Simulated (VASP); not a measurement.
# TePd (P6_3/mmc) in VASP: single point with LDA+U

Aim: the single point of TePd with LDA+U.

All numbers are computed with VASP 6.6.1; they aren't measurements. Logs are shortened: lines on timing, memory, paths and dates and some standing lists are left out, and cuts for length are marked.

**1. The cell of the first run**

The structure is hexagonal, space group P6_3/mmc (No. 194). The conventional cell has a = 4.152 Å, b = 4.152 Å, c = 5.672 Å, α = 90.00°, β = 90.00°, γ = 120.00°. Te (site symmetry -6m2) has 6 Pd at 2.79 Å within 3.7 Å. Within 3.7 Å of Pd (site symmetry -3m) lie 6 Te at 2.79 Å and 2 Pd at 2.84 Å.

**2. Single point, LDA+U, collinear spin, ferromagnetic start**

INCAR

```
ALGO = Normal
EDIFF = 1E-6
ENCUT = 520
ISIF = 2
ISMEAR = 0
ISPIN = 2
LASPH = T
LCHARG = F
LDAU = T
LDAUJ = 0 0
LDAUL = -1 2
LDAUPRINT = 1
LDAUTYPE = 2
LDAUU = 0 6
LMAXMIX = 4
LORBIT = 11
LREAL = F
LWAVE = F
MAGMOM = 0 0 2 2
NBANDS = 28
NELM = 150
PREC = Accurate
SIGMA = 0.05
```

KPOINTS

```
k-points
0
Gamma
  5 5 4
```

POSCAR

```
TePd
1.0
    4.1520974300      0.0000000000      0.0000000000
   -2.0760487100      3.5958218500      0.0000000000
    0.0000000000      0.0000000000      5.6718989000
Te Pd
2 2
Direct
    0.3333333333      0.6666666667      0.2500000000
    0.6666666667      0.3333333333      0.7500000000
    0.0000000000      0.0000000000      0.0000000000
    0.0000000000      0.0000000000      0.5000000000
```

Potentials or basis: VASP PAW LDA potentials, release 64 (Te, Pd).

Command:

```bash
$ cat potpaw_LDA.64/Te/POTCAR potpaw_LDA.64/Pd/POTCAR > POTCAR
$ mpirun -np 1 vasp_std > vasp.out
```

OUTCAR:

```text
EDIFF = 1E-6
   ENCUT = 520
   ISIF = 2
   ISMEAR = 0
   ISPIN = 2
   LASPH = T
   LORBIT = 11
   LREAL = F
   NELM = 150
   PREC = Accurate

 ion  position               nearest neighbor table
   1  0.333  0.667  0.250-   3 2.79   4 2.79   3 2.79   4 2.79   3 2.79   4 2.79
   2  0.667  0.333  0.750-   3 2.79   4 2.79   3 2.79   4 2.79   3 2.79   4 2.79
   3  0.000  0.000  0.000-   1 2.79   2 2.79   1 2.79   2 2.79   2 2.79   1 2.79   4 2.84   4 2.84

   4  0.000  0.000  0.500-   1 2.79   2 2.79   1 2.79   2 2.79   2 2.79   1 2.79   3 2.84   3 2.84

  LATTYP: Found a hexagonal cell.
 ALAT       =     4.1520974300
 C/A-ratio  =     1.3660322272

  Lattice vectors:

 A1 = (   4.1520974300,   0.0000000000,   0.0000000000)
 A2 = (  -2.0760487100,   3.5958218500,   0.0000000000)
 A3 = (   0.0000000000,   0.0000000000,   5.6718989000)

Analysis of symmetry for initial positions (statically):
=====================================================================
 Subroutine PRICEL returns:
 Original cell was already a primitive cell.

 Routine SETGRP: Setting up the symmetry group for a
 hexagonal supercell.

 Subroutine GETGRP returns: Found 24 space group operations
 (whereof 12 operations were pure point group operations)
 out of a pool of 24 trial point group operations.

The static configuration has the point symmetry D_3d.
 The point group associated with its full space group is D_6h.

Analysis of symmetry for dynamics (positions and initial velocities):
=====================================================================
 Subroutine PRICEL returns:
 Original cell was already a primitive cell.

 Routine SETGRP: Setting up the symmetry group for a
 hexagonal supercell.

 Subroutine GETGRP returns: Found 24 space group operations
 (whereof 12 operations were pure point group operations)
 out of a pool of 24 trial point group operations.

The dynamic configuration has the point symmetry D_3d.
 The point group associated with its full space group is D_6h.

Analysis of structural, dynamic, and magnetic symmetry:
=====================================================================
 Subroutine PRICEL returns:
 Original cell was already a primitive cell.

 Routine SETGRP: Setting up the symmetry group for a
 hexagonal supercell.

 Subroutine GETGRP returns: Found 24 space group operations
 (whereof 12 operations were pure point group operations)
 out of a pool of 24 trial point group operations.

The overall configuration has the point symmetry D_3d.
 The point group associated with its full space group is D_6h.

 Subroutine INISYM returns: Found 24 space group operations
 (whereof 12 operations are pure point group operations),
 and found     1 'primitive' translations

----------------------------------------------------------------------------------------

                                     Primitive cell

  volume of cell :      84.6826

  direct lattice vectors                    reciprocal lattice vectors
     4.152097430  0.000000000  0.000000000     0.240842133  0.139050270  0.000000000
    -2.076048710  3.595821850  0.000000000     0.000000000  0.278100540  0.000000000
     0.000000000  0.000000000  5.671898900     0.000000000  0.000000000  0.176307797
[... 147 lines left out ...]
  o =  0.8965  v =  0.0000  0.0000  0.0000  0.0000  0.0000  0.3163  0.6526 -0.0000 -0.3473 -0.5945      0.0000  0.0000  0.0000  0.0000  0.0000  0.0000  0.0000  0.0000  0.0000  0.0000
  o =  0.8965  v =  0.0000  0.0000  0.0000  0.0000  0.0000 -0.5945  0.3473 -0.0000  0.6526 -0.3163      0.0000  0.0000  0.0000  0.0000  0.0000  0.0000  0.0000  0.0000  0.0000  0.0000
  o =  0.9627  v = -0.0000 -0.0000 -1.0000 -0.0000 -0.0000  0.0000  0.0000  0.0000  0.0000  0.0000      0.0000  0.0000  0.0000  0.0000  0.0000  0.0000  0.0000  0.0000  0.0000  0.0000
  o =  0.9627  v =  0.0000  0.0000  0.0000  0.0000  0.0000 -0.0000 -0.0000 -1.0000 -0.0000 -0.0000      0.0000  0.0000  0.0000  0.0000  0.0000  0.0000  0.0000  0.0000  0.0000  0.0000
  o =  0.9659  v =  0.3473 -0.5945  0.0000  0.3163 -0.6527  0.0000  0.0000  0.0000  0.0000  0.0000      0.0000  0.0000  0.0000  0.0000  0.0000  0.0000  0.0000  0.0000  0.0000  0.0000
  o =  0.9659  v =  0.6527  0.3163 -0.0000  0.5945  0.3473  0.0000  0.0000  0.0000  0.0000  0.0000      0.0000  0.0000  0.0000  0.0000  0.0000  0.0000  0.0000  0.0000  0.0000  0.0000
  o =  0.9659  v =  0.0000  0.0000  0.0000  0.0000  0.0000  0.3473 -0.5945  0.0000  0.3163 -0.6526      0.0000  0.0000  0.0000  0.0000  0.0000  0.0000  0.0000  0.0000  0.0000  0.0000
  o =  0.9659  v =  0.0000  0.0000  0.0000  0.0000  0.0000  0.6526  0.3163 -0.0000  0.5945  0.3473      0.0000  0.0000  0.0000  0.0000  0.0000  0.0000  0.0000  0.0000  0.0000  0.0000

atom =   4  type =  2  l = 2

 onsite density matrix

spin component  1

  0.9344  0.0000 -0.0000 -0.0346 -0.0000
  0.0000  0.9279  0.0000  0.0000 -0.0346
 -0.0000  0.0000  0.9627  0.0000 -0.0000
 -0.0346  0.0000  0.0000  0.9279 -0.0000
 -0.0000 -0.0346 -0.0000 -0.0000  0.9344

spin component  2

  0.9344  0.0000 -0.0000 -0.0346 -0.0000
  0.0000  0.9279  0.0000  0.0000 -0.0346
 -0.0000  0.0000  0.9627  0.0000 -0.0000
 -0.0346  0.0000  0.0000  0.9279 -0.0000
 -0.0000 -0.0346 -0.0000 -0.0000  0.9344

 occupancies and eigenvectors

  o =  0.8965  v =  0.3163 -0.6527 -0.0000  0.3473 -0.5945  0.0000  0.0000  0.0000  0.0000  0.0000      0.0000  0.0000  0.0000  0.0000  0.0000  0.0000  0.0000  0.0000  0.0000  0.0000
  o =  0.8965  v = -0.5945 -0.3473 -0.0000 -0.6527 -0.3163  0.0000  0.0000  0.0000  0.0000  0.0000      0.0000  0.0000  0.0000  0.0000  0.0000  0.0000  0.0000  0.0000  0.0000  0.0000
  o =  0.8965  v =  0.0000  0.0000  0.0000  0.0000  0.0000  0.3163 -0.6526 -0.0000  0.3473 -0.5945      0.0000  0.0000  0.0000  0.0000  0.0000  0.0000  0.0000  0.0000  0.0000  0.0000
  o =  0.8965  v =  0.0000  0.0000  0.0000  0.0000  0.0000 -0.5945 -0.3473 -0.0000 -0.6526 -0.3163      0.0000  0.0000  0.0000  0.0000  0.0000  0.0000  0.0000  0.0000  0.0000  0.0000
  o =  0.9627  v = -0.0000  0.0000 -1.0000  0.0000 -0.0000  0.0000  0.0000  0.0000  0.0000  0.0000      0.0000  0.0000  0.0000  0.0000  0.0000  0.0000  0.0000  0.0000  0.0000  0.0000
  o =  0.9627  v =  0.0000  0.0000  0.0000  0.0000  0.0000 -0.0000  0.0000 -1.0000  0.0000 -0.0000      0.0000  0.0000  0.0000  0.0000  0.0000  0.0000  0.0000  0.0000  0.0000  0.0000
  o =  0.9659  v =  0.3473  0.5945  0.0000 -0.3163 -0.6527  0.0000  0.0000  0.0000  0.0000  0.0000      0.0000  0.0000  0.0000  0.0000  0.0000  0.0000  0.0000  0.0000  0.0000  0.0000
  o =  0.9659  v =  0.6527 -0.3163 -0.0000 -0.5945  0.3473  0.0000  0.0000  0.0000  0.0000  0.0000      0.0000  0.0000  0.0000  0.0000  0.0000  0.0000  0.0000  0.0000  0.0000  0.0000
  o =  0.9659  v =  0.0000  0.0000  0.0000  0.0000  0.0000  0.3473  0.5945  0.0000 -0.3163 -0.6526      0.0000  0.0000  0.0000  0.0000  0.0000  0.0000  0.0000  0.0000  0.0000  0.0000
  o =  0.9659  v =  0.0000  0.0000  0.0000  0.0000  0.0000  0.6526 -0.3163 -0.0000 -0.5945  0.3473      0.0000  0.0000  0.0000  0.0000  0.0000  0.0000  0.0000  0.0000  0.0000  0.0000

 number of electron      31.9999995 magnetization      -0.0002861

 Free energy of the ion-electron system (eV)
  ---------------------------------------------------
  ext. energy  EPLUGINS =         0.00000000
  ---------------------------------------------------
  free energy    TOTEN  =       -16.68129159 eV

  energy without entropy =      -16.67822576  energy(sigma->0) =      -16.67975867

 E-fermi :   8.4145     XC(G=0): -11.3120

 val. band max:        8.3877964730   @ k =   0.0000   0.0000   0.2500
 cond. band min:       8.5258858861   @ k =   0.4000   0.2000   0.2500
 fundamental gap:      0.1380894130
 Fermi energy:         8.4144951116

 spin component 1

 k-point     1 :       0.0000    0.0000    0.0000
  band No.  band energies     occupation
      1      -4.6513      1.00000
      2      -2.3615      1.00000
      3       2.0439      1.00000
      4       2.4420      1.00000
      5       2.4420      1.00000
      6       2.7860      1.00000
[... 454 lines left out ...]
     27      19.1896      0.00000
     28      19.1896      0.00000
 Fermi energy:         8.4144951116

 spin component 2

 k-point     1 :       0.0000    0.0000    0.0000
  band No.  band energies     occupation
      1      -4.6513      1.00000
      2      -2.3616      1.00000
      3       2.0438      1.00000
      4       2.4419      1.00000
      5       2.4419      1.00000
      6       2.7860      1.00000
[... 454 lines left out ...]
     27      19.1896      0.00000
     28      19.1896      0.00000

------------------------ aborting loop because EDIFF is reached ----------------------------------------

  FORCE on cell =-STRESS in cart. coord.  units (eV):
  Direction    XX          YY          ZZ          XY          YZ          ZX
  --------------------------------------------------------------------------------------
  -------------------------------------------------------------------------------------
  Total       -5.1683969     -5.1683969     -5.8293944     -0.0000000      0.0000000      0.0000000
  in kB      -97.7850033    -97.7850031   -110.2909405     -0.0000001      0.0000000      0.0000000
  external PRESSURE =    -101.9536490 kB  Pullay stress =       0.0000000 kB

 VOLUME and BASIS-vectors are now :
 -----------------------------------------------------------------------------
  energy-cutoff  :      520.00
  volume of cell :       84.68
      direct lattice vectors                 reciprocal lattice vectors
     4.152097430  0.000000000  0.000000000     0.240842133  0.139050270  0.000000000
    -2.076048710  3.595821850  0.000000000     0.000000000  0.278100540  0.000000000
     0.000000000  0.000000000  5.671898900     0.000000000  0.000000000  0.176307797

 POSITION                                       TOTAL-FORCE (eV/Angst)
 -----------------------------------------------------------------------------------
      0.00000      2.39721      1.41797         0.000000      0.000000      0.000000
      2.07605      1.19861      4.25392        -0.000000      0.000000      0.000000
      0.00000      0.00000      0.00000         0.000000      0.000000      0.000000
      0.00000      0.00000      2.83595         0.000000      0.000000      0.000000
 -----------------------------------------------------------------------------------
    total drift:                                0.000000     -0.000000      0.000000

  FREE ENERGIE OF THE ION-ELECTRON SYSTEM (eV)
  ---------------------------------------------------
  free  energy   TOTEN  =       -16.6812915878 eV

  energy  without entropy=      -16.6782257599  energy(sigma->0) =      -16.67975867

 total charge

# of ion       s       p       d       tot
------------------------------------------
    1        1.405   1.796   0.067   3.268
    2        1.405   1.796   0.067   3.268
    3        0.383   0.413   9.305  10.101
    4        0.383   0.413   9.305  10.101
--------------------------------------------------
tot          3.576   4.418  18.744  26.738

 magnetization (x)

# of ion       s       p       d       tot
------------------------------------------
    1       -0.000  -0.000  -0.000  -0.000
    2       -0.000  -0.000  -0.000  -0.000
    3       -0.000  -0.000  -0.000  -0.000
    4       -0.000  -0.000  -0.000  -0.000
--------------------------------------------------
tot         -0.000  -0.000  -0.000  -0.000
```

Run time: 25 s. Hardware: 1 thread of Intel Xeon 6975P-C (Granite Rapids), shared host; peak memory 0.21 GiB.

Results:

```
Free energy                                           : -16.6813 eV
Pressure                                              : -10.2 GPa
Band gap on the k mesh                                : zero (filled and empty bands overlap)
Net moment                                            : 0.00 μB per cell
Valence electrons inside the program's atomic spheres : Te 3.27; Pd 10.10
```

Levels at points of the mesh, in eV from the Fermi level:
Spin up:
| k point | band 14 | band 15 | band 16 | band 17 | band 18 | band 19 |
| --- | --- | --- | --- | --- | --- | --- |
| (0.00, 0.00, 0.00) | -0.60 | -0.60 | 0.81 | 1.60 | 1.60 | 2.93 |
| (0.00, 0.00, 0.50) | -1.82 | 0.88 | 0.88 | 0.88 | 0.88 | 4.84 |
Spin down:
```
           k point  band 12  band 13  band 14  band 15  band 16  band 17  band 18  band 19  band 20  band 21
(0.00, 0.00, 0.00)    -3.27    -1.19    -0.60    -0.60     0.81     1.60     1.60     2.93     3.91     5.82
(0.00, 0.00, 0.50)    -4.26    -1.82    -1.82     0.88     0.88     0.88     0.88     4.84     4.84     6.31
```

Eigenvalues of the final occupation matrices:
```csv
site,spin,trace,eigenvalues
site 3 d,1,4.69,0.90 0.90 0.96 0.97 0.97
site 3 d,2,4.69,0.90 0.90 0.96 0.97 0.97
site 4 d,1,4.69,0.90 0.90 0.96 0.97 0.97
site 4 d,2,4.69,0.90 0.90 0.96 0.97 0.97
```

Caveat: spin-orbit coupling is left out, which moves the levels of the heavy elements; the U is typed as a test and isn't derived for this compound.
